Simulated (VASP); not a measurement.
# Hf in VASP: single point with PBE

Aim: the single point of Hf with PBE.

Program: VASP 6.6.1. These are calculated values, not measurements. Logs are shortened: lines on timing, memory, paths and dates and some standing lists are left out, and cuts for length are marked.

### 1 The cell of the first run

The cell holds a slab with vacuum, 5 atoms: a = 3.197 Å, b = 3.197 Å, c = 25.116 Å, α = 90.00°, β = 90.00°, γ = 120.00°.

### 2 Single point, PBE (last atom moved by 0.05 Å along z)

INCAR

```
GGA      = PE             # functional
LDIPOL   = True         
IDIPOL   = 3            
DIPOL    = 0.5 0.5 0.500
ISMEAR   = 1              # smearing method
SIGMA    = 0.05           # smearing width, eV
LWAVE    = False          # write WAVECAR
LCHARG   = False          # write CHGCAR
ISIF     = 0              # what is computed and relaxed
PREC     = Accurate       # precision mode
LASPH    = True           # aspherical terms in the spheres
LREAL    = False          # projectors in reciprocal space
ALGO     = Normal         # electronic algorithm
EDIFF    = 1E-8           # SCF threshold, eV
NELM     = 120            # most SCF steps
GGA_COMPAT= False        
ENCUT    = 550            # plane-wave cutoff, eV
KPAR     = 2            
NBANDS   = 51             # bands
```

KPOINTS

```
Automatic mesh
0
Gamma
  16 16 1
  0 0 0
```

POSCAR

```
Hf
1.0
    3.1966985242      0.0000000000      0.0000000000
   -1.5983492621      2.7684221302      0.0000000000
    0.0000000000      0.0000000000     25.1156000000
Hf
5
Direct
    0.3333333300      0.6666666700      0.2986191800
    0.6666666700      0.3333333300      0.3993095900
    0.3333333300      0.6666666700      0.5000000000
    0.6666666700      0.3333333300      0.6006904100
    0.3333333300      0.6666666700      0.7033716100
```

Potentials or basis: VASP PAW PBE potentials, release 64 (Hf_pv).

Started as:

```bash
cat potpaw_PBE.64/Hf_pv/POTCAR > POTCAR
mpirun -np 2 vasp_std > vasp.out
```

OUTCAR:

```text
GGA = PE
   ISMEAR = 1
   ISIF = 0
   PREC = Accurate
   LASPH = True
   LREAL = False
   EDIFF = 1E-8
   NELM = 120
   ENCUT = 550

 ion  position               nearest neighbor table
   1  0.333  0.667  0.299-   2 3.13   2 3.13   2 3.13
   2  0.667  0.333  0.399-   1 3.13   3 3.13   1 3.13   3 3.13   1 3.13   3 3.13
   3  0.333  0.667  0.500-   2 3.13   4 3.13   2 3.13   4 3.13   2 3.13   4 3.13
   4  0.667  0.333  0.601-   3 3.13   3 3.13   3 3.13   5 3.17   5 3.17   5 3.17
   5  0.333  0.667  0.703-   4 3.17   4 3.17   4 3.17

  LATTYP: Found a hexagonal cell.
 ALAT       =     3.1966985242
 C/A-ratio  =     7.8567308771

  Lattice vectors:

 A1 = (   3.1966985242,   0.0000000000,   0.0000000000)
 A2 = (  -1.5983492621,   2.7684221302,   0.0000000000)
 A3 = (   0.0000000000,   0.0000000000,  25.1156000000)

Analysis of symmetry for initial positions (statically):
=====================================================================
 Subroutine PRICEL returns:
 Original cell was already a primitive cell.

 Routine SETGRP: Setting up the symmetry group for a
 hexagonal supercell.

 Subroutine GETGRP returns: Found  6 space group operations
 (whereof  6 operations were pure point group operations)
 out of a pool of 24 trial point group operations.

The static configuration has the point symmetry C_3v.

Analysis of symmetry for dynamics (positions and initial velocities):
=====================================================================
 Subroutine PRICEL returns:
 Original cell was already a primitive cell.

 Routine SETGRP: Setting up the symmetry group for a
 hexagonal supercell.

 Subroutine GETGRP returns: Found  6 space group operations
 (whereof  6 operations were pure point group operations)
 out of a pool of 24 trial point group operations.

The dynamic configuration has the point symmetry C_3v.

 Subroutine INISYM returns: Found  6 space group operations
 (whereof  6 operations are pure point group operations),
 and found     1 'primitive' translations

----------------------------------------------------------------------------------------

                                     Primitive cell

  volume of cell :     222.2683

  direct lattice vectors                    reciprocal lattice vectors
     3.196698524  0.000000000  0.000000000     0.312822743  0.180608295  0.000000000
    -1.598349262  2.768422130  0.000000000     0.000000000  0.361216589  0.000000000
     0.000000000  0.000000000 25.115600000     0.000000000  0.000000000  0.039815891

  length of vectors
     3.196698524  3.196698524 25.115600000     0.361216589  0.361216589  0.039815891

  position of ions in fractional coordinates (direct lattice)
     0.333333330  0.666666670  0.298619180
     0.666666670  0.333333330  0.399309590
     0.333333330  0.666666670  0.500000000
     0.666666670  0.333333330  0.600690410
     0.333333330  0.666666670  0.703371610

  ion indices of the primitive-cell ions
   primitive index   ion index
                 1           1
                 2           2
                 3           3
                 4           4
                 5           5

----------------------------------------------------------------------------------------

 KPOINTS: Automatic mesh

Automatic generation of k-mesh.
 Grid dimensions read from file:
 generate k-points for:   16   16    1

 Generating k-lattice:

  Cartesian coordinates                     Fractional coordinates (reciprocal lattice)
     0.019551421  0.011288018  0.000000000     0.062500000  0.000000000  0.000000000
     0.000000000  0.022576037  0.000000000     0.000000000  0.062500000  0.000000000
     0.000000000  0.000000000  0.039815891     0.000000000  0.000000000  1.000000000

  Length of vectors
     0.022576037  0.022576037  0.039815891

  Shift w.r.t. Gamma in fractional coordinates (k-lattice)
     0.000000000  0.000000000  0.000000000

 Subroutine IBZKPT returns following result:
 ===========================================

 Found     30 irreducible k-points:

 Following reciprocal coordinates:
            Coordinates               Weight
  0.000000  0.000000  0.000000      1.000000
  0.062500  0.000000  0.000000      6.000000
  0.125000  0.000000  0.000000      6.000000
  0.187500  0.000000  0.000000      6.000000
  0.250000  0.000000  0.000000      6.000000
  0.312500  0.000000  0.000000      6.000000
[... 16 lines left out ...]
  0.187500  0.187500  0.000000      6.000000
  0.250000  0.187500  0.000000     12.000000
 [... further k-points ...]
   k-points           NKPTS =     30   k-points in BZ     NKDIM =     30   number of bands    NBANDS=     51
   number of dos      NEDOS =    301   number of ions     NIONS =      5
   total plane-waves  NPLWV = 110592
   dimension x,y,z NGX =    24 NGY =   24 NGZ =  192
   dimension x,y,z NGXF=    48 NGYF=   48 NGZF=  384
   ions per type =               5
   NGX,Y,Z   is equivalent  to a cutoff of  12.48, 12.48, 12.71 a.u.
   NGXF,Y,Z  is equivalent  to a cutoff of  24.96, 24.96, 25.42 a.u.
 SYSTEM =  unknown system
   PREC   = accura    normal or accurate (medium, high low for compatibility)
   ISTART =      0    job   : 0-new  1-cont  2-samecut
   ICHARG =      2    charge: 1-file 2-atom 10-const
   ISPIN  =      1    spin polarized calculation?
   LNONCOLLINEAR =      F non collinear calculations
   LSORBIT =      F    spin-orbit coupling
   LASPH  =      T    aspherical Exc in radial PAW
   ENCUT  =  550.0 eV  40.42 Ry    6.36 a.u.   6.11  6.11 48.03*2*pi/ulx,y,z
   NELM   =    120;   NELMIN=  2; NELMDL= -5     # of ELM steps
   EDIFF  = 0.1E-07   stopping-criterion for ELM
   LREAL  =      F    real-space projection
   EDIFFG = 0.1E-06   stopping-criterion for IOM
   NSW    =      0    number of steps for IOM
   IBRION =     -1    ionic relax: 0-MD 1-quasi-New 2-CG
   NFREE  =      0    steps in history (QN), initial steepest desc. (CG)
   ISIF   =      0    stress and relaxation
   ISYM   =      2    0-nonsym 1-usesym 2-fastsym
   POTIM  = 0.5000    time-step for ionic-motion
   TEBEG  =    0.0;   TEEND  =   0.0 temperature during run

   SCALEE = 1.0000    scale energy and forces
   PSTRESS=    0.0 pullay stress
   NELECT =      50.0000    total number of electrons
   NUPDOWN=      -1.0000    fix difference up-down
   EMIN   =  10.00;   EMAX   =-10.00  energy-range for DOS
   EFERMI =   0.00;   METHOD = LEGACY
   ISMEAR =     1;   SIGMA  =   0.05  broadening in eV -4-tet -1-fermi 0-gaus
   EFERMI_NEDOS =   21; number of points for ismear=-14 and -15
   IALGO  =     38    algorithm
   IMIX   =      4    mixing-type and parameters
     AMIX     =   0.40;   BMIX     =  1.00
     AMIX_MAG =   1.60;   BMIX_MAG =  1.00
  volume/ion in A,a.u.               =      44.45       299.99
  Fermi-wavevector in a.u.,A,eV,Ry     =   0.995648  1.881501 13.487648  0.991314
  Thomas-Fermi vector in A             =   2.127682
   LORBIT       =      0    0 simple, 1 ext, 2 COOP (PROOUT), +10 PAW based schemes
   GGA     = PE    functional components
   LHFCALC =     F    Hartree Fock is set to
   AEXX    =    0.0000 exact exchange contribution
   IVDW    =     0    specifies the selected vdW correction
   LEPSILON=     F    determine dielectric tensor
   LRPA    =     F    only Hartree local field effects (RPA)

   CSHIFT  =0.1000    complex shift for real part using Kramers Kronig

   OMEGAMAX=  -1.0    maximum frequency
 non-spin polarized calculation
 Methfessel and Paxton  Order N= 1 SIGMA  =   0.05
  energy-cutoff  :      550.00
  volume of cell :      222.27
 maximum number of plane-waves:      6564
   NGX = 13   NGY = 13   NGZ = 97

 added-field ion interaction         -0.000015 eV  (added to PSCEN)

 number of electron      50.0000010 magnetization

 DIPCOR: dipole corrections for dipol
 direction  3 min pos     1,
 dipolmoment           0.000000      0.000000     -0.000181 electrons x Angstroem
 Tr[quadrupol]      -122.672271

 energy correction for charged system         0.000000 eV

 dipol+quadrupol energy correction           -0.000000 eV

 added-field ion interaction          0.000074 eV  (added to PSCEN)

 Free energy of the ion-electron system (eV)
  ---------------------------------------------------
  ext. energy  EPLUGINS =         0.00000000
  ---------------------------------------------------
  free energy    TOTEN  =       -47.54740066 eV

  energy without entropy =      -47.54663480  energy(sigma->0) =      -47.54714538

 E-fermi :   0.4254     XC(G=0):  -6.5255

 val. band max:        0.4143834981   @ k =   0.3125   0.3125   0.0000
 cond. band min:       0.4319110409   @ k =   0.1875   0.0625   0.0000
 fundamental gap:      0.0175275428
 Fermi energy:         0.4253821647

 k-point     1 :       0.0000    0.0000    0.0000
  band No.  band energies     occupation
      1     -30.7020      2.00000
      2     -30.6715      2.00000
      3     -30.3918      2.00000
      4     -30.1640      2.00000
      5     -30.1640      2.00000
      6     -30.1334      2.00000
[... 29 lines left out ...]
     36       2.2919      0.00000
     37       3.4514      0.00000

 k-point     2 :       0.0625    0.0000    0.0000
  band No.  band energies     occupation
      1     -30.6959      2.00000
      2     -30.6669      2.00000
      3     -30.3897      2.00000
      4     -30.1874      2.00000
      5     -30.1691      2.00000
      6     -30.1579      2.00000
[... 29 lines left out ...]
     36       2.3908      0.00000
     37       3.3163      0.00000

 k-point     3 :       0.1250    0.0000    0.0000
  band No.  band energies     occupation
      1     -30.6792      2.00000
      2     -30.6538      2.00000
      3     -30.3855      2.00000
      4     -30.2507      2.00000
      5     -30.2202      2.00000
      6     -30.1837      2.00000
[... 29 lines left out ...]
     36       2.6785      0.00000
     37       3.0456      0.00000

 k-point     4 :       0.1875    0.0000    0.0000
  band No.  band energies     occupation
      1     -30.6556      2.00000
      2     -30.6342      2.00000
      3     -30.3935      2.00000
      4     -30.3388      2.00000
      5     -30.2984      2.00000
      6     -30.2055      2.00000
[... 29 lines left out ...]
     36       2.8356      0.00000
     37       3.1197      0.00000
[... 683 lines left out ...]
      1     -30.6989      2.00000
      2     -30.6757      2.00000
      3     -30.5901      2.00000
      4     -30.5711      2.00000
      5     -30.3943      2.00000
      6     -30.3691      2.00000
[... 29 lines left out ...]
     36       4.4214      0.00000
     37       5.6780      0.00000

 k-point    23 :       0.1875    0.1875    0.0000
  band No.  band energies     occupation
      1     -30.6080      2.00000
      2     -30.5879      2.00000
      3     -30.5407      2.00000
      4     -30.5140      2.00000
      5     -30.3563      2.00000
      6     -30.3074      2.00000
[... 29 lines left out ...]
     36       3.5518      0.00000
     37       4.5905      0.00000

 k-point    24 :       0.2500    0.1875    0.0000
  band No.  band energies     occupation
      1     -30.6117      2.00000
      2     -30.5912      2.00000
      3     -30.5796      2.00000
      4     -30.5537      2.00000
      5     -30.3760      2.00000
      6     -30.3516      2.00000
[... 29 lines left out ...]
     36       3.7572      0.00000
     37       4.8602      0.00000

 [... further k-points ...]

 [bands above 37 left out]

------------------------ aborting loop because EDIFF is reached ----------------------------------------

 vacuum level on the upper side and lower side of the slab       (xc-potential included)        -0.146        -0.139

 VOLUME and BASIS-vectors are now :
 -----------------------------------------------------------------------------
  energy-cutoff  :      550.00
  volume of cell :      222.27
      direct lattice vectors                 reciprocal lattice vectors
     3.196698524  0.000000000  0.000000000     0.312822743  0.180608295  0.000000000
    -1.598349262  2.768422130  0.000000000     0.000000000  0.361216589  0.000000000
     0.000000000  0.000000000 25.115600000     0.000000000  0.000000000  0.039815891

 POSITION                                       TOTAL-FORCE (eV/Angst)
 -----------------------------------------------------------------------------------
     -0.00000      1.84561      7.50000        -0.000000      0.000000      0.673183
      1.59835      0.92281     10.02890         0.000000      0.000000     -0.809623
     -0.00000      1.84561     12.55780        -0.000000      0.000000      0.050088
      1.59835      0.92281     15.08670        -0.000000      0.000000      0.882680
     -0.00000      1.84561     17.66560         0.000000      0.000000     -0.796328
 -----------------------------------------------------------------------------------
    total drift:                                0.000005     -0.000003     -0.000074

  FREE ENERGIE OF THE ION-ELECTRON SYSTEM (eV)
  ---------------------------------------------------
  free  energy   TOTEN  =       -47.5474006648 eV

  energy  without entropy=      -47.5466347974  energy(sigma->0) =      -47.54714538

 vacuum level on the upper side and lower side of the slab         4.661         4.668
```

Run time: 8.2 min. Hardware: 2 MPI ranks of AMD EPYC 9R45 (Zen 5), shared host; peak memory 0.46 GiB.

What came out:

* Free energy: -47.5474 eV
* Largest force: 0.883 eV/Å
* Band gap on the k mesh: zero (bands 25 and 26 overlap by 1.15 eV)

Forces in eV/Å, atoms in the order of the input:
```
Hf   0.000  0.000  0.673
Hf   0.000  0.000 -0.810
Hf   0.000  0.000  0.050
Hf   0.000  0.000  0.883
Hf   0.000  0.000 -0.796
```

Caveat: the cell differs from its parent crystal (last atom moved by 0.05 Å along z); spin-orbit coupling is left out, which moves the levels of the heavy elements.
